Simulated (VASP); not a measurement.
# Fe (P6_3/mmc) in VASP: further runs

The runs below take Fe through single point, with PBE.

All numbers are computed with VASP 6.6.1; they aren't measurements. Logs are shortened: lines on timing, memory, paths and dates and some standing lists are left out, and cuts for length are marked.

### Step 1. The cell of the first run

Symmetry: P6_3/mmc, No. 194, hexagonal system. The conventional cell has a = 2.462 Å, b = 2.462 Å, c = 3.888 Å, α = 90.00°, β = 90.00°, γ = 120.00°. Within 3.2 Å of Fe (site symmetry -6m2) lie 12 Fe at 2.41 to 2.46 Å.

This isn't the form of Fe at room conditions, which is bcc.

### Step 2. Single point, PBE, collinear spin, antiferromagnetic start (10.20 Å³/atom)

The input, INCAR:

```
  PREC = Accurate
  ENCUT = 600
  EDIFF = 1E-6
  ISMEAR = -1
  SIGMA = 0.05
  LREAL = False
  LASPH = True
  NELM = 200
  ALGO = Normal
  ISIF = 2
  LWAVE = False
  LCHARG = False
  ISPIN = 2
  MAGMOM = 2.5 -2.5
  LORBIT = 11
  LMAXMIX = 4
  GGA = PE
  NBANDS = 19
  GGA_COMPAT = False
```

The input, KPOINTS:

```
Automatic mesh
0
Gamma
  16 16 9
```

The input, POSCAR:

```
Fe
1.0
    2.4615160209      0.0000000000      0.0000000000
   -1.2307580105      2.1317354059      0.0000000000
    0.0000000000      0.0000000000      3.8881220668
Fe
2
Direct
    0.3333333333      0.6666666667      0.2500000000
    0.6666666667      0.3333333333      0.7500000000
```

Potentials or basis: VASP PAW PBE potentials, release 64 (Fe).

Launch:

```console
$ cat potpaw_PBE.64/Fe/POTCAR > POTCAR
$ mpirun -np 1 vasp_std > vasp.out
```

OUTCAR:

```text
PREC = Accurate
   ENCUT = 600
   EDIFF = 1E-6
   ISMEAR = -1
   LREAL = False
   LASPH = True
   NELM = 200
   ISIF = 2
   ISPIN = 2
   LORBIT = 11
   GGA = PE

 ion  position               nearest neighbor table
   1  0.333  0.667  0.250-   2 2.41   2 2.41   2 2.41   2 2.41   2 2.41   2 2.41
   2  0.667  0.333  0.750-   1 2.41   1 2.41   1 2.41   1 2.41   1 2.41   1 2.41

  LATTYP: Found a hexagonal cell.
 ALAT       =     2.4615160209
 C/A-ratio  =     1.5795639897

  Lattice vectors:

 A1 = (   2.4615160209,   0.0000000000,   0.0000000000)
 A2 = (  -1.2307580105,   2.1317354059,   0.0000000000)
 A3 = (   0.0000000000,   0.0000000000,   3.8881220668)

Analysis of symmetry for initial positions (statically):
=====================================================================
 Subroutine PRICEL returns:
 Original cell was already a primitive cell.

 Routine SETGRP: Setting up the symmetry group for a
 hexagonal supercell.

 Subroutine GETGRP returns: Found 24 space group operations
 (whereof 12 operations were pure point group operations)
 out of a pool of 24 trial point group operations.

The static configuration has the point symmetry D_3d.
 The point group associated with its full space group is D_6h.

Analysis of symmetry for dynamics (positions and initial velocities):
=====================================================================
 Subroutine PRICEL returns:
 Original cell was already a primitive cell.

 Routine SETGRP: Setting up the symmetry group for a
 hexagonal supercell.

 Subroutine GETGRP returns: Found 24 space group operations
 (whereof 12 operations were pure point group operations)
 out of a pool of 24 trial point group operations.

The dynamic configuration has the point symmetry D_3d.
 The point group associated with its full space group is D_6h.

Analysis of structural, dynamic, and magnetic symmetry:
=====================================================================
 Subroutine PRICEL returns:
 Original cell was already a primitive cell.

 Routine SETGRP: Setting up the symmetry group for a
 hexagonal supercell.

 Subroutine GETGRP returns: Found 24 space group operations
 (whereof 12 operations were pure point group operations)
 out of a pool of 24 trial point group operations.

The overall configuration has the point symmetry D_3d.
 The point group associated with its full space group is D_6h.

 Subroutine INISYM returns: Found 24 space group operations
 (whereof 12 operations are pure point group operations),
 and found     1 'primitive' translations

----------------------------------------------------------------------------------------

                                     Primitive cell

  volume of cell :      20.4021

  direct lattice vectors                    reciprocal lattice vectors
     2.461516021  0.000000000  0.000000000     0.406253704  0.234550685  0.000000000
    -1.230758010  2.131735406  0.000000000     0.000000000  0.469101370  0.000000000
     0.000000000  0.000000000  3.888122067     0.000000000  0.000000000  0.257193571

  length of vectors
     2.461516021  2.461516021  3.888122067     0.469101370  0.469101370  0.257193571

  position of ions in fractional coordinates (direct lattice)
     0.333333333  0.666666667  0.250000000
     0.666666667  0.333333333  0.750000000

  ion indices of the primitive-cell ions
   primitive index   ion index
                 1           1
                 2           2

----------------------------------------------------------------------------------------

 KPOINTS: Automatic mesh

Automatic generation of k-mesh.
 Grid dimensions read from file:
 generate k-points for:   16   16    9

 Generating k-lattice:

  Cartesian coordinates                     Fractional coordinates (reciprocal lattice)
     0.025390856  0.014659418  0.000000000     0.062500000 -0.000000000  0.000000000
     0.000000000  0.029318836  0.000000000     0.000000000  0.062500000  0.000000000
     0.000000000  0.000000000  0.028577063     0.000000000  0.000000000  0.111111111

  Length of vectors
     0.029318836  0.029318836  0.028577063

  Shift w.r.t. Gamma in fractional coordinates (k-lattice)
     0.000000000  0.000000000  0.000000000

 Subroutine IBZKPT returns following result:
 ===========================================

 Found    150 irreducible k-points:

 Following reciprocal coordinates:
            Coordinates               Weight
  0.000000  0.000000  0.000000      1.000000
  0.062500 -0.000000  0.000000      6.000000
  0.125000 -0.000000  0.000000      6.000000
  0.187500 -0.000000  0.000000      6.000000
  0.250000 -0.000000  0.000000      6.000000
  0.312500 -0.000000  0.000000      6.000000
[... 16 lines left out ...]
  0.187500  0.187500  0.000000      6.000000
  0.250000  0.187500  0.000000     12.000000
 [... further k-points ...]
   k-points           NKPTS =    150   k-points in BZ     NKDIM =    150   number of bands    NBANDS=     19
   number of dos      NEDOS =    301   number of ions     NIONS =      2
   total plane-waves  NPLWV =  12800
   dimension x,y,z NGX =    20 NGY =   20 NGZ =   32
   dimension x,y,z NGXF=    40 NGYF=   40 NGZF=   64
   ions per type =               2
   NGX,Y,Z   is equivalent  to a cutoff of  13.51, 13.51, 13.68 a.u.
   NGXF,Y,Z  is equivalent  to a cutoff of  27.02, 27.02, 27.36 a.u.
 SYSTEM =  unknown system
   PREC   = accura    normal or accurate (medium, high low for compatibility)
   ISTART =      0    job   : 0-new  1-cont  2-samecut
   ICHARG =      2    charge: 1-file 2-atom 10-const
   ISPIN  =      2    spin polarized calculation?
   LNONCOLLINEAR =      F non collinear calculations
   LSORBIT =      F    spin-orbit coupling
   LASPH  =      T    aspherical Exc in radial PAW
   ENCUT  =  600.0 eV  44.10 Ry    6.64 a.u.   4.92  4.92  7.77*2*pi/ulx,y,z
   NELM   =    200;   NELMIN=  2; NELMDL= -5     # of ELM steps
   EDIFF  = 0.1E-05   stopping-criterion for ELM
   LREAL  =      F    real-space projection
   EDIFFG = 0.1E-04   stopping-criterion for IOM
   NSW    =      0    number of steps for IOM
   IBRION =     -1    ionic relax: 0-MD 1-quasi-New 2-CG
   NFREE  =      0    steps in history (QN), initial steepest desc. (CG)
   ISIF   =      2    stress and relaxation
   ISYM   =      2    0-nonsym 1-usesym 2-fastsym
   POTIM  = 0.5000    time-step for ionic-motion
   TEBEG  =    0.0;   TEEND  =   0.0 temperature during run
   PSTRESS=    0.0 pullay stress
   NELECT =      16.0000    total number of electrons
   NUPDOWN=      -1.0000    fix difference up-down
   EMIN   =  10.00;   EMAX   =-10.00  energy-range for DOS
   EFERMI =   0.00;   METHOD = LEGACY
   ISMEAR =    -1;   SIGMA  =   0.05  broadening in eV -4-tet -1-fermi 0-gaus
   EFERMI_NEDOS =   21; number of points for ismear=-14 and -15
   IALGO  =     38    algorithm
   IMIX   =      4    mixing-type and parameters
     AMIX     =   0.40;   BMIX     =  1.00
     AMIX_MAG =   1.60;   BMIX_MAG =  1.00
  volume/ion in A,a.u.               =      10.20        68.84
  Fermi-wavevector in a.u.,A,eV,Ry     =   1.509696  2.852912 31.010159  2.279182
  Thomas-Fermi vector in A             =   2.619984
   LORBIT       =     11    0 simple, 1 ext, 2 COOP (PROOUT), +10 PAW based schemes
   GGA     = PE    functional components
   LHFCALC =     F    Hartree Fock is set to
   AEXX    =    0.0000 exact exchange contribution
   IVDW    =     0    specifies the selected vdW correction
   LEPSILON=     F    determine dielectric tensor
   LRPA    =     F    only Hartree local field effects (RPA)
 spin polarized calculation
  energy-cutoff  :      600.00
  volume of cell :       20.40
 maximum number of plane-waves:       699
 NGX is ok and might be reduce to    20
   NGX =  9   NGY =  9   NGZ = 15

 number of electron      15.9999995 magnetization      -0.0000000

 number of electron      15.9999995 magnetization       0.0000000

 Free energy of the ion-electron system (eV)
  ---------------------------------------------------
  ext. energy  EPLUGINS =         0.00000000
  ---------------------------------------------------
  free energy    TOTEN  =       -16.31923941 eV

  energy without entropy =      -16.30098338  energy(sigma->0) =      -16.31011140

 E-fermi :   6.8869     XC(G=0): -13.7860

 val. band max:        6.8816897365   @ k =   0.3750   0.1250   0.3333
 cond. band min:       6.8977428742   @ k =   0.1250   0.0625   0.3333
 fundamental gap:      0.0160531377
 Fermi energy:         6.8868581886

 spin component 1

 k-point     1 :       0.0000    0.0000    0.0000
  band No.  band energies     occupation
      1      -2.0145      1.00000
      2       1.9696      1.00000
      3       5.2429      1.00000
      4       5.2429      1.00000
      5       5.3769      1.00000
      6       5.7081      1.00000
[... 11 lines left out ...]
     18      33.3887      0.00000
     19      33.9614      0.00000

 k-point     2 :       0.0625   -0.0000    0.0000
  band No.  band energies     occupation
      1      -1.8694      1.00000
      2       2.0642      1.00000
      3       5.0453      1.00000
      4       5.3243      1.00000
      5       5.5419      1.00000
      6       5.6681      1.00000
[... 11 lines left out ...]
     18      33.3707      0.00000
     19      35.7468      0.00000

 k-point     3 :       0.1250   -0.0000    0.0000
  band No.  band energies     occupation
      1      -1.4437      1.00000
      2       2.3221      1.00000
      3       4.7501      1.00000
      4       5.3647      1.00000
      5       5.5324      1.00000
      6       5.5611      1.00000
[... 434 lines left out ...]
      1       1.2976      1.00000
      2       3.3028      1.00000
      3       3.4520      1.00000
      4       3.6786      1.00000
      5       4.9450      1.00000
      6       5.4350      1.00000
[... 11 lines left out ...]
     18      29.5450      0.00000
     19      30.4644      0.00000

 k-point    24 :       0.2500    0.1875    0.0000
  band No.  band energies     occupation
      1       2.1234      1.00000
      2       3.1608      1.00000
      3       3.2478      1.00000
      4       3.6557      1.00000
      5       4.8232      1.00000
      6       5.5404      1.00000
[... 11 lines left out ...]
     18      27.5205      0.00000
     19      29.5044      0.00000

 [... further k-points ...]

 spin component 2

 k-point     1 :       0.0000    0.0000    0.0000
  band No.  band energies     occupation
      1      -2.0145      1.00000
      2       1.9696      1.00000
      3       5.2429      1.00000
      4       5.2429      1.00000
      5       5.3769      1.00000
      6       5.7081      1.00000
[... 11 lines left out ...]
     18      33.3887      0.00000
     19      33.9614      0.00000

 k-point     2 :       0.0625   -0.0000    0.0000
  band No.  band energies     occupation
      1      -1.8694      1.00000
      2       2.0642      1.00000
      3       5.0453      1.00000
      4       5.3243      1.00000
      5       5.5419      1.00000
      6       5.6681      1.00000
[... 11 lines left out ...]
     18      33.3707      0.00000
     19      35.7292      0.00000

 k-point     3 :       0.1250   -0.0000    0.0000
  band No.  band energies     occupation
      1      -1.4437      1.00000
      2       2.3221      1.00000
      3       4.7501      1.00000
      4       5.3647      1.00000
      5       5.5324      1.00000
      6       5.5611      1.00000
[... 434 lines left out ...]
      1       1.2976      1.00000
      2       3.3028      1.00000
      3       3.4520      1.00000
      4       3.6786      1.00000
      5       4.9450      1.00000
      6       5.4350      1.00000
[... 11 lines left out ...]
     18      29.5450      0.00000
     19      30.4644      0.00000

 k-point    24 :       0.2500    0.1875    0.0000
  band No.  band energies     occupation
      1       2.1234      1.00000
      2       3.1608      1.00000
      3       3.2478      1.00000
      4       3.6557      1.00000
      5       4.8232      1.00000
      6       5.5404      1.00000
[... 11 lines left out ...]
     18      27.5205      0.00000
     19      29.5044      0.00000

 [... further k-points ...]

------------------------ aborting loop because EDIFF is reached ----------------------------------------

  FORCE on cell =-STRESS in cart. coord.  units (eV):
  Direction    XX          YY          ZZ          XY          YZ          ZX
  --------------------------------------------------------------------------------------
  -------------------------------------------------------------------------------------
  Total       -0.1095387     -0.1095387     -0.1037460      0.0000000      0.0000000      0.0000000
  in kB       -8.6020597     -8.6020597     -8.1471558      0.0000000      0.0000000      0.0000000
  external PRESSURE =      -8.4504251 kB  Pullay stress =       0.0000000 kB

 VOLUME and BASIS-vectors are now :
 -----------------------------------------------------------------------------
  energy-cutoff  :      600.00
  volume of cell :       20.40
      direct lattice vectors                 reciprocal lattice vectors
     2.461516021  0.000000000  0.000000000     0.406253704  0.234550685  0.000000000
    -1.230758010  2.131735406  0.000000000     0.000000000  0.469101370  0.000000000
     0.000000000  0.000000000  3.888122067     0.000000000  0.000000000  0.257193571

 POSITION                                       TOTAL-FORCE (eV/Angst)
 -----------------------------------------------------------------------------------
     -0.00000      1.42116      0.97203         0.000000      0.000000      0.000000
      1.23076      0.71058      2.91609        -0.000000     -0.000000      0.000000
 -----------------------------------------------------------------------------------
    total drift:                               -0.000000      0.000000     -0.000000

  FREE ENERGIE OF THE ION-ELECTRON SYSTEM (eV)
  ---------------------------------------------------
  free  energy   TOTEN  =       -16.3192394145 eV

  energy  without entropy=      -16.3009833802  energy(sigma->0) =      -16.31011140

 total charge

# of ion       s       p       d       tot
------------------------------------------
    1        0.535   0.636   6.337   7.508
    2        0.535   0.636   6.337   7.508
--------------------------------------------------
tot          1.070   1.273  12.674  15.017

 magnetization (x)

# of ion       s       p       d       tot
------------------------------------------
    1       -0.000  -0.000  -0.001  -0.001
    2        0.000   0.000   0.001   0.001
--------------------------------------------------
tot          0.000   0.000   0.000   0.000
```

Wall time 82 s (1 thread of AMD EPYC 9R45 (Zen 5), shared host); peak memory 0.19 GiB.

What came out:

- Free energy: -16.3192 eV
- Pressure: -0.8 GPa
- Band gap on the k mesh: zero (filled and empty bands overlap)
- Net moment: 0.00 μB per cell
- Valence electrons inside the program's atomic spheres: Fe 7.51

Levels at points of the mesh, in eV from the Fermi level:
Spin up:
```tsv
k point	band 4	band 5	band 6	band 7	band 8	band 9	band 10	band 11	band 12	band 13
(0.00, 0.00, 0.00)	-1.64	-1.51	-1.18	-1.18	-0.84	-0.84	0.56	0.71	0.71	8.78
(0.50, 0.00, 0.00)	-2.04	-1.95	-1.51	-1.06	0.81	1.04	1.08	2.68	4.82	11.27
```
Spin down:
| k point | band 4 | band 5 | band 6 | band 7 | band 8 | band 9 | band 10 | band 11 | band 12 | band 13 |
| --- | --- | --- | --- | --- | --- | --- | --- | --- | --- | --- |
| (0.00, 0.00, 0.00) | -1.64 | -1.51 | -1.18 | -1.18 | -0.84 | -0.84 | 0.56 | 0.71 | 0.71 | 8.78 |
| (0.50, 0.00, 0.00) | -2.04 | -1.95 | -1.51 | -1.06 | 0.81 | 1.04 | 1.08 | 2.68 | 4.82 | 11.27 |

Caveat: the moments typed at the start vanished in this run.

### Step 3. Single point, PBE, collinear spin, antiferromagnetic start (10.61 Å³/atom)

This run uses another cell than the first one, of 10.61 Å³/atom.

The input, INCAR:

```
SYSTEM = Fe
  PREC = Accurate
  ENCUT = 600
  EDIFF = 1E-6
  ISMEAR = -1
  SIGMA = 0.05
  LREAL = .FALSE.
  LASPH = .TRUE.
  NELM = 200
  ALGO = Normal
  ISIF = 2
  LWAVE = .FALSE.
  LCHARG = .FALSE.
  ISPIN = 2
  MAGMOM = 2.5 -2.5
  LORBIT = 11
  LMAXMIX = 4
  GGA = PE
  NBANDS = 19
  GGA_COMPAT = .FALSE.
```

The input, KPOINTS:

```
regular mesh
0
G
  16 16 9
  0 0 0
```

The input, POSCAR:

```
Fe
1.0
    2.4939081043      0.0000000000      0.0000000000
   -1.2469540522      2.1597877730      0.0000000000
    0.0000000000      0.0000000000      3.9392874352
Fe
2
Direct
    0.3333333333      0.6666666667      0.2500000000
    0.6666666667      0.3333333333      0.7500000000
```

Potentials or basis: VASP PAW PBE potentials, release 64 (Fe).

Launch:

```console
$ cat potpaw_PBE.64/Fe/POTCAR > POTCAR
$ mpirun -np 1 vasp_std > vasp.out
```

It took 82 s on 1 thread of AMD EPYC 9R45 (Zen 5), shared host; peak memory 0.19 GiB.

It converged, with:

```
Free energy                                           : -16.2885 eV
Pressure                                              : -10.8 GPa
Band gap on the k mesh                                : zero (filled and empty bands overlap)
Net moment                                            : 0.00 μB per cell
Site moments                                          : Fe +0.21, -0.21 μB
Valence electrons inside the program's atomic spheres : Fe 7.41
```

Stress tensor (GPa, compression positive):
```
-10.74   0.00   0.00
  0.00 -10.74   0.00
  0.00   0.00 -10.83
```

Levels at points of the mesh, in eV from the Fermi level:
Spin up:
```
           k point  band 4  band 5  band 6  band 7  band 8  band 9  band 10  band 11  band 12  band 13
(0.00, 0.00, 0.00)   -1.57   -1.42   -1.09   -1.09   -0.81   -0.81     0.55     0.68     0.68     8.39
(0.50, 0.00, 0.00)   -1.96   -1.84   -1.43   -1.00    0.72    1.02     1.02     2.55     4.60    10.92
```
Spin down:
| k point | band 6 | band 7 | band 8 | band 9 | band 10 | band 11 |
| --- | --- | --- | --- | --- | --- | --- |
| (0.00, 0.00, 0.00) | -1.09 | -1.09 | -0.81 | -0.81 | 0.55 | 0.68 |
| (0.50, 0.00, 0.00) | -1.43 | -1.00 | 0.72 | 1.02 | 1.02 | 2.55 |

Caveat: the cell stands under tension.

### Step 4. Single point, PBE, collinear spin, ferromagnetic start (11.53 Å³/atom)

This run uses another cell than the first one, of 11.53 Å³/atom.

The input, INCAR:

```
PREC = Accurate ; ENCUT = 690
EDIFF = 1E-6 ; ISMEAR = -1
SIGMA = 0.05 ; LREAL = False
LASPH = True ; NELM = 200
ALGO = Normal ; ISIF = 2
LWAVE = False ; LCHARG = True
ISPIN = 2 ; MAGMOM = 2.579 2.579
LORBIT = 11 ; LMAXMIX = 4
GGA = PE ; LELF = True
LVHAR = True ; NBANDS = 27
GGA_COMPAT = False
```

The input, KPOINTS:

```
Automatic mesh
0
Gamma
  16 16 8
```

The input, POSCAR:

```
Fe
1.0
    2.4836307218      0.0000000000      0.0000000000
   -1.2418153609      2.1508872987      0.0000000000
    0.0000000000      0.0000000000      4.3154168948
Fe
2
Direct
    0.3333333333      0.6666666667      0.2500000000
    0.6666666667      0.3333333333      0.7500000000
```

Potentials or basis: VASP PAW PBE potentials, release 64 (Fe_sv).

Launch:

```console
$ cat potpaw_PBE.64/Fe_sv/POTCAR > POTCAR
$ mpirun -np 1 vasp_std > vasp.out
```

It used 230 s of CPU time on 1 thread of Intel(R) Xeon(R) Platinum 8259CL CPU @ 2.50GHz (Skylake/Cascade Lake), with other jobs on the host.

It converged, with:

| Quantity | Value |
| --- | --- |
| Free energy | -16.2989 eV |
| Pressure | 5.5 GPa |
| Net moment | 4.92 μB per cell |
| Site moments | Fe +2.42 μB |
| Valence electrons inside the program's atomic spheres | Fe 13.75 |

Stress tensor (GPa, compression positive):
```
5.39 0.00 0.00
0.00 5.39 0.00
0.00 0.00 5.64
```

Levels at points of the mesh, in eV from the Fermi level:
Spin up:
```csv
k point,band 16,band 17,band 18,band 19,band 20,band 21
"(0.00, 0.00, 0.00)",-1.46,-1.46,-0.83,-0.56,-0.56,5.67
"(0.50, 0.00, 0.00)",-0.45,-0.07,0.03,1.76,3.78,9.05
"(0.00, 0.00, 0.50)",-2.30,-0.86,-0.86,-0.86,-0.86,12.95
"(0.50, 0.00, 0.50)",-0.65,-0.01,-0.01,1.72,1.72,7.58
```
Spin down:
```csv
k point,band 10,band 11,band 12,band 13,band 14,band 15,band 16,band 17,band 18,band 19
"(0.00, 0.00, 0.00)",-3.81,-0.64,-0.59,0.02,0.02,0.33,0.33,1.36,1.36,2.39
"(0.50, 0.00, 0.00)",-2.96,-2.54,-1.08,-0.29,-0.02,0.32,2.54,2.57,2.68,3.51
"(0.00, 0.00, 0.50)",-6.28,-1.12,-1.12,0.04,0.04,0.04,0.04,2.02,2.02,2.02
"(0.50, 0.00, 0.50)",-3.33,-1.77,-1.77,0.92,0.92,1.30,1.30,2.63,2.63,2.99
```

Caveat: the cell stands under pressure.
